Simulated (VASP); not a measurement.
# Si (P6/mmm) in VASP: a series of runs

Runs on Si. Level: r2SCAN. Tasks: single point.

All numbers are computed with VASP 6.6.1; they aren't measurements. Logs are shortened: lines on timing, memory, paths and dates and some standing lists are left out, and cuts for length are marked.

### 1 The cell of the first run

It takes space group P6/mmm (No. 191, hexagonal). Conventional cell: a = 2.563 Å, b = 2.563 Å, c = 2.618 Å, α = 90.00°, β = 90.00°, γ = 120.00°. Within 3.4 Å of Si (site symmetry 6/mmm) lie 8 Si at 2.56 to 2.62 Å.

This isn't the form of Si at room conditions, which is diamond.

### 2 Single point, r2SCAN (strain -0.025 along x and y, +0.050 along z)

POSCAR reads:

```
Si
1.0
    2.5632758802      0.0000000000      0.0000000000
   -1.2816379401      2.2198620292      0.0000000000
    0.0000000000      0.0000000000      2.6184890261
Si
1
Direct
    0.0000000000      0.0000000000      0.0000000000
```

INCAR.step1 reads:

```
ALGO = Normal ; EDIFF = 1E-4
ENCUT = 520 ; GGA = PE
ISMEAR = 0 ; LASPH = True
LCHARG = False ; LREAL = False
LWAVE = True ; NBANDS = 8
NELM = 80 ; PREC = Accurate
SIGMA = 0.15
```

INCAR.step2 reads:

```
ALGO = Normal ; EDIFF = 1E-6
ENCUT = 520 ; ISIF = 2
ISMEAR = 0 ; ISTART = 1
LASPH = True ; LCHARG = False
LMIXTAU = True ; LREAL = False
LWAVE = False ; METAGGA = R2SCAN
NBANDS = 8 ; NELM = 80
PREC = Accurate ; SIGMA = 0.15
```

KPOINTS reads:

```
k-points
0
Gamma
  24 24 24
```

Potentials or basis: VASP PAW PBE potentials, release 64 (Si).

On the command line:

```bash
> cat potpaw_PBE.64/Si/POTCAR > POTCAR
> cp INCAR.step1 INCAR
> mpirun -np 1 vasp_std > vasp.out
> cp INCAR.step2 INCAR
> mpirun -np 1 vasp_std > vasp.out
```

OUTCAR:

```text
EDIFF = 1E-6
   ENCUT = 520
   ISIF = 2
   ISMEAR = 0
   ISTART = 1
   LASPH = True
   LREAL = False
   METAGGA = R2SCAN
   NELM = 80
   PREC = Accurate

 ion  position               nearest neighbor table
   1  0.000  0.000  0.000-

  LATTYP: Found a hexagonal cell.
 ALAT       =     2.5632758802
 C/A-ratio  =     1.0215400716

  Lattice vectors:

 A1 = (   2.5632758802,   0.0000000000,   0.0000000000)
 A2 = (  -1.2816379401,   2.2198620292,   0.0000000000)
 A3 = (   0.0000000000,   0.0000000000,   2.6184890261)

Analysis of symmetry for initial positions (statically):
=====================================================================
 Subroutine PRICEL returns:
 Original cell was already a primitive cell.

 Routine SETGRP: Setting up the symmetry group for a
 hexagonal supercell.

 Subroutine GETGRP returns: Found 24 space group operations
 (whereof 24 operations were pure point group operations)
 out of a pool of 24 trial point group operations.

The static configuration has the point symmetry D_6h.

Analysis of symmetry for dynamics (positions and initial velocities):
=====================================================================
 Subroutine PRICEL returns:
 Original cell was already a primitive cell.

 Routine SETGRP: Setting up the symmetry group for a
 hexagonal supercell.

 Subroutine GETGRP returns: Found 24 space group operations
 (whereof 24 operations were pure point group operations)
 out of a pool of 24 trial point group operations.

The dynamic configuration has the point symmetry D_6h.

 Subroutine INISYM returns: Found 24 space group operations
 (whereof 24 operations are pure point group operations),
 and found     1 'primitive' translations

----------------------------------------------------------------------------------------

                                     Primitive cell

  volume of cell :      14.8995

  direct lattice vectors                    reciprocal lattice vectors
     2.563275880  0.000000000  0.000000000     0.390125779  0.225239224  0.000000000
    -1.281637940  2.219862029  0.000000000     0.000000000  0.450478447  0.000000000
     0.000000000  0.000000000  2.618489026     0.000000000  0.000000000  0.381899634

  length of vectors
     2.563275880  2.563275880  2.618489026     0.450478447  0.450478447  0.381899634

  position of ions in fractional coordinates (direct lattice)
     0.000000000  0.000000000  0.000000000

  ion indices of the primitive-cell ions
   primitive index   ion index
                 1           1

----------------------------------------------------------------------------------------

 KPOINTS: k-points

Automatic generation of k-mesh.
 Grid dimensions read from file:
 generate k-points for:   24   24   24

 Generating k-lattice:

  Cartesian coordinates                     Fractional coordinates (reciprocal lattice)
     0.016255241  0.009384968  0.000000000     0.041666667 -0.000000000  0.000000000
     0.000000000  0.018769935  0.000000000     0.000000000  0.041666667  0.000000000
     0.000000000  0.000000000  0.015912485     0.000000000  0.000000000  0.041666667

  Length of vectors
     0.018769935  0.018769935  0.015912485

  Shift w.r.t. Gamma in fractional coordinates (k-lattice)
     0.000000000  0.000000000  0.000000000

 Subroutine IBZKPT returns following result:
 ===========================================

 Found    793 irreducible k-points:

 Following reciprocal coordinates:
            Coordinates               Weight
  0.000000  0.000000  0.000000      1.000000
  0.041667  0.000000  0.000000      6.000000
  0.083333  0.000000  0.000000      6.000000
  0.125000  0.000000  0.000000      6.000000
  0.166667  0.000000  0.000000      6.000000
  0.208333  0.000000  0.000000      6.000000
[... 16 lines left out ...]
  0.416667  0.041667  0.000000     12.000000
  0.458333  0.041667  0.000000     12.000000
 [... further k-points ...]
   k-points           NKPTS =    793   k-points in BZ     NKDIM =    793   number of bands    NBANDS=      8
   number of dos      NEDOS =    301   number of ions     NIONS =      1
   total plane-waves  NPLWV =   8000
   dimension x,y,z NGX =    20 NGY =   20 NGZ =   20
   dimension x,y,z NGXF=    40 NGYF=   40 NGZF=   40
   ions per type =               1
   NGX,Y,Z   is equivalent  to a cutoff of  12.97, 12.97, 12.70 a.u.
   NGXF,Y,Z  is equivalent  to a cutoff of  25.94, 25.94, 25.40 a.u.
 SYSTEM =  unknown system
   PREC   = accura    normal or accurate (medium, high low for compatibility)
   ISTART =      1    job   : 0-new  1-cont  2-samecut
   ICHARG =      0    charge: 1-file 2-atom 10-const
   ISPIN  =      1    spin polarized calculation?
   LNONCOLLINEAR =      F non collinear calculations
   LSORBIT =      F    spin-orbit coupling
   LASPH  =      T    aspherical Exc in radial PAW
   ENCUT  =  520.0 eV  38.22 Ry    6.18 a.u.   4.77  4.77  4.87*2*pi/ulx,y,z
   NELM   =     80;   NELMIN=  2; NELMDL=  0     # of ELM steps
   EDIFF  = 0.1E-05   stopping-criterion for ELM
   LREAL  =      F    real-space projection
   EDIFFG = 0.1E-04   stopping-criterion for IOM
   NSW    =      0    number of steps for IOM
   IBRION =     -1    ionic relax: 0-MD 1-quasi-New 2-CG
   NFREE  =      0    steps in history (QN), initial steepest desc. (CG)
   ISIF   =      2    stress and relaxation
   ISYM   =      2    0-nonsym 1-usesym 2-fastsym
   POTIM  = 0.5000    time-step for ionic-motion
   TEBEG  =    0.0;   TEEND  =   0.0 temperature during run
   PSTRESS=    0.0 pullay stress
   NELECT =       4.0000    total number of electrons
   NUPDOWN=      -1.0000    fix difference up-down
   EMIN   =  10.00;   EMAX   =-10.00  energy-range for DOS
   EFERMI =   0.00;   METHOD = LEGACY
   ISMEAR =     0;   SIGMA  =   0.15  broadening in eV -4-tet -1-fermi 0-gaus
   EFERMI_NEDOS =   21; number of points for ismear=-14 and -15
   IALGO  =     38    algorithm
   IMIX   =      4    mixing-type and parameters
     AMIX     =   0.40;   BMIX     =  1.00
     AMIX_MAG =   1.60;   BMIX_MAG =  1.00
  volume/ion in A,a.u.               =      14.90       100.55
  Fermi-wavevector in a.u.,A,eV,Ry     =   1.056098  1.995735 15.175156  1.115343
  Thomas-Fermi vector in A             =   2.191321
   LORBIT       =      0    0 simple, 1 ext, 2 COOP (PROOUT), +10 PAW based schemes
   METAGGA = R2SCAN    functional components
   LHFCALC =     F    Hartree Fock is set to
   AEXX    =    0.0000 exact exchange contribution
   IVDW    =     0    specifies the selected vdW correction
   LEPSILON=     F    determine dielectric tensor
   LRPA    =     F    only Hartree local field effects (RPA)
 non-spin polarized calculation
 Gauss-broadening in eV      SIGMA  =   0.15
  energy-cutoff  :      520.00
  volume of cell :       14.90
 maximum number of plane-waves:       416
 NGX is ok and might be reduce to    20
   NGX =  9   NGY =  9   NGZ =  9

 number of electron       4.0000000 magnetization

 Free energy of the ion-electron system (eV)
  ---------------------------------------------------
  ext. energy  EPLUGINS =         0.00000000
  ---------------------------------------------------
  free energy    TOTEN  =        -8.27764703 eV

  energy without entropy =       -8.27355728  energy(sigma->0) =       -8.27560215

 E-fermi :   9.4678     XC(G=0): -11.5854

 val. band max:        9.4598636926   @ k =   0.3333   0.1667   0.4583
 cond. band min:       9.4799418440   @ k =   0.3750   0.2083   0.2083
 fundamental gap:      0.0200781514
 Fermi energy:         9.4678290883

 k-point     1 :       0.0000    0.0000    0.0000
  band No.  band energies     occupation
      1      -5.3456      2.00000
      2      15.2942      0.00000
      3      16.3784      0.00000
      4      22.0731      0.00000
      5      22.0731      0.00000
      6      23.3316      0.00000
      7      23.3316      0.00000
      8      29.2062      0.00000

 k-point     2 :       0.0417    0.0000    0.0000
  band No.  band energies     occupation
      1      -5.2916      2.00000
      2      15.3411      0.00000
      3      16.3387      0.00000
      4      21.2711      0.00000
      5      21.4694      0.00000
      6      23.5329      0.00000
      7      24.0273      0.00000
      8      29.8196      0.00000

 k-point     3 :       0.0833    0.0000    0.0000
  band No.  band energies     occupation
      1      -5.1294      2.00000
      2      15.4818      0.00000
      3      16.1617      0.00000
      4      19.8682      0.00000
      5      20.5728      0.00000
      6      23.5446      0.00000
      7      25.1994      0.00000
      8      31.2352      0.00000

 k-point     4 :       0.1250    0.0000    0.0000
  band No.  band energies     occupation
      1      -4.8594      2.00000
      2      15.6233      0.00000
      3      15.7160      0.00000
      4      18.6407      0.00000
      5      19.7192      0.00000
      6      23.3606      0.00000
      7      26.5103      0.00000
      8      32.3341      0.00000

 k-point     5 :       0.1667    0.0000    0.0000
  band No.  band energies     occupation
      1      -4.4820      2.00000
      2      14.4780      0.00000
      3      16.0433      0.00000
      4      17.9752      0.00000
      5      18.9449      0.00000
      6      23.1622      0.00000
      7      27.9213      0.00000
      8      33.1510      0.00000
[... 177 lines left out ...]
 k-point    22 :       0.3750    0.0417    0.0000
  band No.  band energies     occupation
      1      -0.4869      2.00000
      2       5.7287      2.00000
      3      15.0638      0.00000
      4      18.3279      0.00000
      5      19.4607      0.00000
      6      25.0442      0.00000
      7      25.4134      0.00000
      8      30.5440      0.00000

 k-point    23 :       0.4167    0.0417    0.0000
  band No.  band energies     occupation
      1       0.5626      2.00000
      2       4.3044      2.00000
      3      14.8920      0.00000
      4      18.2419      0.00000
      5      20.2845      0.00000
      6      24.2560      0.00000
      7      25.9174      0.00000
      8      29.2901      0.00000

 k-point    24 :       0.4583    0.0417    0.0000
  band No.  band energies     occupation
      1       1.7023      2.00000
      2       2.9766      2.00000
      3      14.8055      0.00000
      4      18.1957      0.00000
      5      20.9745      0.00000
      6      23.3978      0.00000
      7      26.9064      0.00000
      8      28.1034      0.00000

 [... further k-points ...]
[... 5 lines left out ...]
  --------------------------------------------------------------------------------------
  -------------------------------------------------------------------------------------
  Total        0.6317990      0.6317990     -1.1329757      0.0000000     -0.0000000      0.0000000
  in kB       67.9387322     67.9387322   -121.8313593      0.0000000     -0.0000000      0.0000000
  external PRESSURE =       4.6820350 kB  Pullay stress =       0.0000000 kB

 VOLUME and BASIS-vectors are now :
 -----------------------------------------------------------------------------
  energy-cutoff  :      520.00
  volume of cell :       14.90
      direct lattice vectors                 reciprocal lattice vectors
     2.563275880  0.000000000  0.000000000     0.390125779  0.225239224  0.000000000
    -1.281637940  2.219862029  0.000000000     0.000000000  0.450478447  0.000000000
     0.000000000  0.000000000  2.618489026     0.000000000  0.000000000  0.381899634

 POSITION                                       TOTAL-FORCE (eV/Angst)
 -----------------------------------------------------------------------------------
      0.00000      0.00000      0.00000         0.000000      0.000000      0.000000
 -----------------------------------------------------------------------------------
    total drift:                               -0.000000     -0.000000      0.000000

  FREE ENERGIE OF THE ION-ELECTRON SYSTEM (eV)
  ---------------------------------------------------
  free  energy   TOTEN  =        -8.2776470271 eV

  energy  without entropy=       -8.2735572826  energy(sigma->0) =       -8.27560215
```

Wall time 3.1 min (1 thread of Intel Xeon Platinum 8488C (Sapphire Rapids), shared host); peak memory 0.18 GiB.

What came out:

- Free energy: -8.2776 eV
- Pressure: 0.5 GPa
- Band gap on the k mesh: zero (bands 2 and 3 overlap by 10.73 eV)

Stress tensor (GPa, compression positive):
```
  6.79   0.00   0.00
  0.00   6.79   0.00
  0.00   0.00 -12.18
```

Levels at points of the mesh, in eV from the Fermi level:
```
           k point  band 1  band 2  band 3  band 4  band 5  band 6  band 7
(0.00, 0.00, 0.00)  -14.81    5.83    6.91   12.61   12.61   13.86   13.86
(0.50, 0.00, 0.00)   -7.32   -7.04    6.54    7.50   11.60   13.74   17.75
(0.00, 0.00, 0.50)  -10.77   -7.52   15.63   15.63   15.94   15.94   18.92
(0.50, 0.00, 0.50)   -3.97   -2.44   -1.65    1.87    9.54   13.04   14.19
```

Caveat: the cell differs from its parent crystal (strain -0.025 along x and y, +0.050 along z); the stress differs along the axes, from -12 to 7 GPa; the PAW data sets were made with another functional, which shifts forces and pressure a little.

[end of part 1 of 2]

The gap in the log of VASP goes by the Fermi energy; the results here count the filled bands.